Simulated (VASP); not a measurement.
# ZnCu (Pm-3m) in VASP: a series of runs

The runs below take ZnCu through single point, with r2SCAN.

Program: VASP 6.6.1. These are calculated values, not measurements. Logs are shortened: lines on timing, memory, paths and dates and some standing lists are left out, and cuts for length are marked.

### Step 1. The cell of the first run

It takes space group Pm-3m (No. 221, cubic). Conventional cell: a = 2.939 Å, b = 2.939 Å, c = 2.939 Å, α = 90.00°, β = 90.00°, γ = 90.00°. Zn (site symmetry m-3m) has 8 Cu at 2.55 Å and 6 Zn at 2.94 Å within 3.4 Å. Cu (site symmetry m-3m) has 8 Zn at 2.55 Å and 6 Cu at 2.94 Å within 3.4 Å.

### Step 2. Single point, r2SCAN (12.70 Å³/atom)

The input, POSCAR:

```
ZnCu
1.0
    2.9393406501      0.0000000000      0.0000000000
    0.0000000000      2.9393406501      0.0000000000
    0.0000000000      0.0000000000      2.9393406501
Zn Cu
1 1
Direct
    0.5000000000      0.5000000000      0.5000000000
    0.0000000000      0.0000000000      0.0000000000
```

The input, INCAR.step1:

```
  PREC = Accurate
  ENCUT = 520
  ISMEAR = 0
  SIGMA = 0.05
  LREAL = F
  LASPH = T
  NELM = 80
  NBANDS = 18
  GGA = PE
  ALGO = Normal
  EDIFF = 1E-4
  LWAVE = T
  LCHARG = F
```

The input, INCAR.step2:

```
  PREC = Accurate
  ENCUT = 520
  EDIFF = 1E-7
  ISMEAR = 0
  SIGMA = 0.05
  LREAL = F
  LASPH = T
  NELM = 80
  ALGO = Normal
  ISIF = 2
  LWAVE = F
  LCHARG = F
  METAGGA = R2SCAN
  LMIXTAU = T
  NBANDS = 18
  ISTART = 1
```

The input, KPOINTS:

```
regular mesh
0
Gamma
  12 12 12
```

Potentials or basis: VASP PAW PBE potentials, release 64 (Zn, Cu).

On the command line:

```console
> cat potpaw_PBE.64/Zn/POTCAR potpaw_PBE.64/Cu/POTCAR > POTCAR
> cp INCAR.step1 INCAR
> mpirun -np 1 vasp_std > vasp.out
> cp INCAR.step2 INCAR
> mpirun -np 1 vasp_std > vasp.out
```

OUTCAR:

```text
PREC = Accurate
   ENCUT = 520
   EDIFF = 1E-7
   ISMEAR = 0
   LREAL = F
   LASPH = T
   NELM = 80
   ISIF = 2
   METAGGA = R2SCAN
   ISTART = 1

 ion  position               nearest neighbor table
   1  0.500  0.500  0.500-   2 2.55   2 2.55   2 2.55   2 2.55   2 2.55   2 2.55   2 2.55   2 2.55

   2  0.000  0.000  0.000-   1 2.55   1 2.55   1 2.55   1 2.55   1 2.55   1 2.55   1 2.55   1 2.55

  LATTYP: Found a simple cubic cell.
 ALAT       =     2.9393406501

  Lattice vectors:

 A1 = (   2.9393406501,   0.0000000000,   0.0000000000)
 A2 = (   0.0000000000,   2.9393406501,   0.0000000000)
 A3 = (   0.0000000000,   0.0000000000,   2.9393406501)

Analysis of symmetry for initial positions (statically):
=====================================================================
 Subroutine PRICEL returns:
 Original cell was already a primitive cell.

 Routine SETGRP: Setting up the symmetry group for a
 simple cubic supercell.

 Subroutine GETGRP returns: Found 48 space group operations
 (whereof 48 operations were pure point group operations)
 out of a pool of 48 trial point group operations.

The static configuration has the point symmetry O_h .

Analysis of symmetry for dynamics (positions and initial velocities):
=====================================================================
 Subroutine PRICEL returns:
 Original cell was already a primitive cell.

 Routine SETGRP: Setting up the symmetry group for a
 simple cubic supercell.

 Subroutine GETGRP returns: Found 48 space group operations
 (whereof 48 operations were pure point group operations)
 out of a pool of 48 trial point group operations.

The dynamic configuration has the point symmetry O_h .

 Subroutine INISYM returns: Found 48 space group operations
 (whereof 48 operations are pure point group operations),
 and found     1 'primitive' translations

----------------------------------------------------------------------------------------

                                     Primitive cell

  volume of cell :      25.3951

  direct lattice vectors                    reciprocal lattice vectors
     2.939340650  0.000000000  0.000000000     0.340212353  0.000000000  0.000000000
     0.000000000  2.939340650  0.000000000     0.000000000  0.340212353  0.000000000
     0.000000000  0.000000000  2.939340650     0.000000000  0.000000000  0.340212353

  length of vectors
     2.939340650  2.939340650  2.939340650     0.340212353  0.340212353  0.340212353

[... 79 lines left out ...]
   NELM   =     80;   NELMIN=  2; NELMDL=  0     # of ELM steps
   EDIFF  = 0.1E-06   stopping-criterion for ELM
   LREAL  =      F    real-space projection
   EDIFFG = 0.1E-05   stopping-criterion for IOM
   NSW    =      0    number of steps for IOM
   IBRION =     -1    ionic relax: 0-MD 1-quasi-New 2-CG
   NFREE  =      0    steps in history (QN), initial steepest desc. (CG)
   ISIF   =      2    stress and relaxation
   ISYM   =      2    0-nonsym 1-usesym 2-fastsym
   POTIM  = 0.5000    time-step for ionic-motion
   TEBEG  =    0.0;   TEEND  =   0.0 temperature during run
   PSTRESS=    0.0 pullay stress
   NELECT =      23.0000    total number of electrons
   NUPDOWN=      -1.0000    fix difference up-down
   EMIN   =  10.00;   EMAX   =-10.00  energy-range for DOS
   EFERMI =   0.00;   METHOD = LEGACY
   ISMEAR =     0;   SIGMA  =   0.05  broadening in eV -4-tet -1-fermi 0-gaus
   EFERMI_NEDOS =   21; number of points for ismear=-14 and -15
   IALGO  =     38    algorithm
   IMIX   =      4    mixing-type and parameters
     AMIX     =   0.40;   BMIX     =  1.00
     AMIX_MAG =   1.60;   BMIX_MAG =  1.00
  volume/ion in A,a.u.               =      12.70        85.69
  Fermi-wavevector in a.u.,A,eV,Ry     =   1.583923  2.993181 34.134480  2.508813
  Thomas-Fermi vector in A             =   2.683620
   LORBIT       =      0    0 simple, 1 ext, 2 COOP (PROOUT), +10 PAW based schemes
   METAGGA = R2SCAN    functional components
   LHFCALC =     F    Hartree Fock is set to
   AEXX    =    0.0000 exact exchange contribution
   IVDW    =     0    specifies the selected vdW correction
   LEPSILON=     F    determine dielectric tensor
   LRPA    =     F    only Hartree local field effects (RPA)
 non-spin polarized calculation
 Gauss-broadening in eV      SIGMA  =   0.05
  energy-cutoff  :      520.00
  volume of cell :       25.40
 maximum number of plane-waves:       715
 NGX is ok and might be reduce to    24
   NGX = 11   NGY = 11   NGZ = 11

 number of electron      22.9999995 magnetization

 Free energy of the ion-electron system (eV)
  ---------------------------------------------------
  ext. energy  EPLUGINS =         0.00000000
  ---------------------------------------------------
  free energy    TOTEN  =       -19.93269364 eV

  energy without entropy =      -19.93200843  energy(sigma->0) =      -19.93235104

 E-fermi :   5.3249     XC(G=0): -13.5639

 val. band max:        5.3117401523   @ k =   0.5000   0.3333   0.3333
 cond. band min:       5.3389531291   @ k =   0.5000   0.3333   0.3333
 fundamental gap:      0.0272129768
 Fermi energy:         5.3249080004

 k-point     1 :       0.0000    0.0000    0.0000
  band No.  band energies     occupation
      1      -5.3825      2.00000
      2      -2.7594      2.00000
      3      -2.7594      2.00000
      4      -2.0208      2.00000
      5      -2.0208      2.00000
      6      -2.0208      2.00000
[... 481 lines left out ...]
      5      -1.9677      2.00000
      6      -0.1241      2.00000
[... 10 lines left out ...]
     17      21.5855      0.00000
     18      22.2244      0.00000

 [... further k-points ...]

------------------------ aborting loop because EDIFF is reached ----------------------------------------

  FORCE on cell =-STRESS in cart. coord.  units (eV):
  Direction    XX          YY          ZZ          XY          YZ          ZX
  --------------------------------------------------------------------------------------
  -------------------------------------------------------------------------------------
  Total       -0.2887712     -0.2887712     -0.2887712     -0.0000000     -0.0000000      0.0000000
  in kB      -18.2185873    -18.2185873    -18.2185873     -0.0000000     -0.0000000      0.0000000
  external PRESSURE =     -18.2185873 kB  Pullay stress =       0.0000000 kB

 VOLUME and BASIS-vectors are now :
 -----------------------------------------------------------------------------
  energy-cutoff  :      520.00
  volume of cell :       25.40
      direct lattice vectors                 reciprocal lattice vectors
     2.939340650  0.000000000  0.000000000     0.340212353  0.000000000  0.000000000
     0.000000000  2.939340650  0.000000000     0.000000000  0.340212353  0.000000000
     0.000000000  0.000000000  2.939340650     0.000000000  0.000000000  0.340212353

 POSITION                                       TOTAL-FORCE (eV/Angst)
 -----------------------------------------------------------------------------------
      1.46967      1.46967      1.46967         0.000000      0.000000      0.000000
      0.00000      0.00000      0.00000         0.000000      0.000000      0.000000
 -----------------------------------------------------------------------------------
    total drift:                                0.000000      0.000000     -0.000000

  FREE ENERGIE OF THE ION-ELECTRON SYSTEM (eV)
  ---------------------------------------------------
  free  energy   TOTEN  =       -19.9326936367 eV

  energy  without entropy=      -19.9320084342  energy(sigma->0) =      -19.93235104
```

OUTCAR.step1:

```text
PREC = Accurate
   ENCUT = 520
   ISMEAR = 0
   LREAL = F
   LASPH = T
[... 726 lines left out ...]
 -----------------------------------------------------------------------------------
      1.46967      1.46967      1.46967         0.000000      0.000000      0.000000
      0.00000      0.00000      0.00000         0.000000      0.000000      0.000000
 -----------------------------------------------------------------------------------
    total drift:                                0.000000      0.000000     -0.000000

  FREE ENERGIE OF THE ION-ELECTRON SYSTEM (eV)
  ---------------------------------------------------
  free  energy   TOTEN  =        -5.0015360949 eV

  energy  without entropy=       -5.0008071836  energy(sigma->0) =       -5.00117164
```

It took 41 s on 1 thread of Intel Xeon 6975P-C (Granite Rapids), shared host; peak memory 0.17 GiB.

Results:

```yaml
Free_energy: -19.9327 eV
Pressure: -1.8 GPa
Band_gap_on_the_k_mesh: zero (an odd number of electrons rules out a gap without spin polarisation)
```

Caveat: the PAW data sets were made with another functional, which shifts forces and pressure a little.

### Step 3. Single point, r2SCAN (12.95 Å³/atom)

This run uses another cell than the first one, of 12.95 Å³/atom.

The input, POSCAR:

```
ZnCu
1.0
    2.9584278125      0.0000000000      0.0000000000
    0.0000000000      2.9584278125      0.0000000000
    0.0000000000      0.0000000000      2.9584278125
Zn Cu
1 1
Direct
    0.5000000000      0.5000000000      0.5000000000
    0.0000000000      0.0000000000      0.0000000000
```

The input, INCAR.step1:

```
SYSTEM = ZnCu
PREC = Accurate
ENCUT = 520
ISMEAR = 0
SIGMA = 0.05
LREAL = .False.
LASPH = .True.
NELM = 60
NBANDS = 18
GGA = PE
ALGO = Normal
EDIFF = 1E-4
LWAVE = .True.
LCHARG = .False.
```

The input, INCAR.step2:

```
SYSTEM = ZnCu
PREC = Accurate
ENCUT = 520
EDIFF = 1E-7
ISMEAR = 0
SIGMA = 0.05
LREAL = .False.
LASPH = .True.
NELM = 60
ALGO = Normal
ISIF = 2
LWAVE = .False.
LCHARG = .False.
METAGGA = R2SCAN
LMIXTAU = .True.
NBANDS = 18
ISTART = 1
```

The input, KPOINTS:

```
regular mesh
0
Gamma
  12 12 12
  0 0 0
```

Potentials or basis: VASP PAW PBE potentials, release 64 (Zn, Cu).

On the command line:

```console
> cat potpaw_PBE.64/Zn/POTCAR potpaw_PBE.64/Cu/POTCAR > POTCAR
> cp INCAR.step1 INCAR
> mpirun -np 1 vasp_std > vasp.out
> cp INCAR.step2 INCAR
> mpirun -np 1 vasp_std > vasp.out
```

OUTCAR:

```text
SYSTEM = ZnCu
   PREC = Accurate
   ENCUT = 520
   EDIFF = 1E-7
   ISMEAR = 0
   LREAL = .False.
   LASPH = .True.
   NELM = 60
   ISIF = 2
   METAGGA = R2SCAN
   ISTART = 1

 ion  position               nearest neighbor table
   1  0.500  0.500  0.500-   2 2.56   2 2.56   2 2.56   2 2.56   2 2.56   2 2.56   2 2.56   2 2.56

   2  0.000  0.000  0.000-   1 2.56   1 2.56   1 2.56   1 2.56   1 2.56   1 2.56   1 2.56   1 2.56

  LATTYP: Found a simple cubic cell.
 ALAT       =     2.9584278125

  Lattice vectors:
[... 694 lines left out ...]

  FORCE on cell =-STRESS in cart. coord.  units (eV):
  Direction    XX          YY          ZZ          XY          YZ          ZX
  --------------------------------------------------------------------------------------
  -------------------------------------------------------------------------------------
  Total       -0.6532403     -0.6532403     -0.6532403     -0.0000000      0.0000000      0.0000000
  in kB      -40.4204029    -40.4204029    -40.4204029     -0.0000000      0.0000000      0.0000000
  external PRESSURE =     -40.4204029 kB  Pullay stress =       0.0000000 kB

 VOLUME and BASIS-vectors are now :
 -----------------------------------------------------------------------------
  energy-cutoff  :      520.00
  volume of cell :       25.89
      direct lattice vectors                 reciprocal lattice vectors
     2.958427813  0.000000000  0.000000000     0.338017374  0.000000000  0.000000000
     0.000000000  2.958427813  0.000000000     0.000000000  0.338017374  0.000000000
     0.000000000  0.000000000  2.958427813     0.000000000  0.000000000  0.338017374

 POSITION                                       TOTAL-FORCE (eV/Angst)
 -----------------------------------------------------------------------------------
      1.47921      1.47921      1.47921         0.000000      0.000000      0.000000
      0.00000      0.00000      0.00000         0.000000      0.000000      0.000000
 -----------------------------------------------------------------------------------
    total drift:                                0.000000      0.000000     -0.000000

  FREE ENERGIE OF THE ION-ELECTRON SYSTEM (eV)
  ---------------------------------------------------
  free  energy   TOTEN  =       -19.9233860273 eV

  energy  without entropy=      -19.9226692015  energy(sigma->0) =      -19.92302761
```

OUTCAR.step1:

```text
SYSTEM = ZnCu
   PREC = Accurate
   ENCUT = 520
   ISMEAR = 0
   LREAL = .False.
   LASPH = .True.
[... 727 lines left out ...]
      1.47921      1.47921      1.47921         0.000000      0.000000      0.000000
      0.00000      0.00000      0.00000         0.000000      0.000000      0.000000
 -----------------------------------------------------------------------------------
    total drift:                                0.000000      0.000000     -0.000000

  FREE ENERGIE OF THE ION-ELECTRON SYSTEM (eV)
  ---------------------------------------------------
  free  energy   TOTEN  =        -5.0095558007 eV

  energy  without entropy=       -5.0087832459  energy(sigma->0) =       -5.00916952
```

OSZICAR.step1:

```text
N       E                     dE             d eps       ncg     rms          rms(c)
DAV:   1     0.116505792795E+03    0.11651E+03   -0.11187E+04  3208   0.210E+03
DAV:   2    -0.116198849797E+01   -0.11767E+03   -0.11296E+03  3040   0.302E+02
DAV:   3    -0.603798650476E+01   -0.48760E+01   -0.48487E+01  3348   0.769E+01
DAV:   4    -0.607793335294E+01   -0.39947E-01   -0.39934E-01  3446   0.642E+00
DAV:   5    -0.607849319851E+01   -0.55985E-03   -0.55982E-03  3346   0.790E-01    0.944E+00
DAV:   6    -0.596771173917E+01    0.11078E+00   -0.14553E+01  3244   0.904E+01    0.611E+00
DAV:   7    -0.501946271047E+01    0.94825E+00   -0.31886E+00  3248   0.861E+01    0.219E+00
DAV:   8    -0.501804084021E+01    0.14219E-02   -0.13256E-01  4202   0.482E+00    0.121E+00
DAV:   9    -0.500955821469E+01    0.84826E-02   -0.11604E-02  3382   0.237E+00    0.557E-02
DAV:  10    -0.500955580071E+01    0.24140E-05   -0.71957E-04  4306   0.547E-01
   1 F= -.50095558E+01 E0= -.50091695E+01  d E =-.772555E-03
```

Run time: 42 s. Hardware: 1 thread of Intel Xeon 6975P-C (Granite Rapids), shared host; peak memory 0.17 GiB.

What came out:

- Free energy: -19.9234 eV
- Pressure: -4.0 GPa
- Band gap on the k mesh: zero (an odd number of electrons rules out a gap without spin polarisation)

Caveat: the cell stands under tension; the PAW data sets were made with another functional, which shifts forces and pressure a little.

### Step 4. Single point, r2SCAN

This run uses another cell than the first one, of 13.06 Å³/atom.

The input, POSCAR:

```
ZnCu
1.0
    2.9670243315      0.0000000000      0.0000000000
    0.0000000000      2.9670243315      0.0000000000
    0.0000000000      0.0000000000      2.9670243315
Zn Cu
1 1
Direct
    0.5000000000      0.5000000000      0.5000000000
    0.0000000000      0.0000000000      0.0000000000
```

The input, INCAR.step1:

```
PREC = Accurate ; ENCUT = 520
ISMEAR = 0 ; SIGMA = 0.05
LREAL = False ; LASPH = True
NELM = 100 ; NBANDS = 18
GGA = PE ; ALGO = Normal
EDIFF = 1E-4 ; LWAVE = True
LCHARG = False
```

The input, INCAR.step2:

```
PREC = Accurate ; ENCUT = 520
EDIFF = 1E-6 ; ISMEAR = 0
SIGMA = 0.05 ; LREAL = False
LASPH = True ; NELM = 100
ALGO = Normal ; ISIF = 2
LWAVE = False ; LCHARG = True
METAGGA = R2SCAN ; LMIXTAU = True
LELF = True ; LVHAR = True
NBANDS = 18 ; ISTART = 1
```

The input, KPOINTS:

```
regular mesh
0
Gamma
  12 12 12
```

On the command line:

```console
> cat potpaw_PBE.64/Zn/POTCAR potpaw_PBE.64/Cu/POTCAR > POTCAR
> cp INCAR.step1 INCAR
> mpirun -np 1 vasp_std > vasp.out
> cp INCAR.step2 INCAR
> mpirun -np 1 vasp_std > vasp.out
```

Run time: 38 s. Hardware: 1 thread of Intel Xeon 6975P-C (Granite Rapids), shared host; peak memory 0.17 GiB.

Results (log left out):

* Free energy: -19.9170 eV
* Pressure: -5.0 GPa
* Band gap on the k mesh: zero (an odd number of electrons rules out a gap without spin polarisation)

Levels at points of the mesh, in eV from the Fermi level:
| k point | band 8 | band 9 | band 10 | band 11 | band 12 | band 13 | band 14 | band 15 |
| --- | --- | --- | --- | --- | --- | --- | --- | --- |
| (0.00, 0.00, 0.00) | -3.55 | -2.69 | -2.69 | -2.69 | 6.65 | 6.65 | 6.65 | 11.48 |
| (0.50, 0.00, 0.00) | -3.65 | -3.22 | -3.22 | -2.75 | -1.96 | 12.24 | 12.24 | 12.85 |
| (0.50, 0.50, 0.00) | -2.85 | -2.85 | -2.46 | -1.83 | -1.83 | 1.93 | 2.29 | 14.65 |
| (0.50, 0.50, 0.50) | -4.24 | -2.44 | -2.44 | 4.32 | 4.53 | 4.53 | 4.53 | 4.71 |

Caveat: the cell stands under tension; the PAW data sets were made with another functional, which shifts forces and pressure a little.

(Continued in part 2 of 2.)

The gap in the log of VASP goes by the Fermi energy; the results here count the filled bands.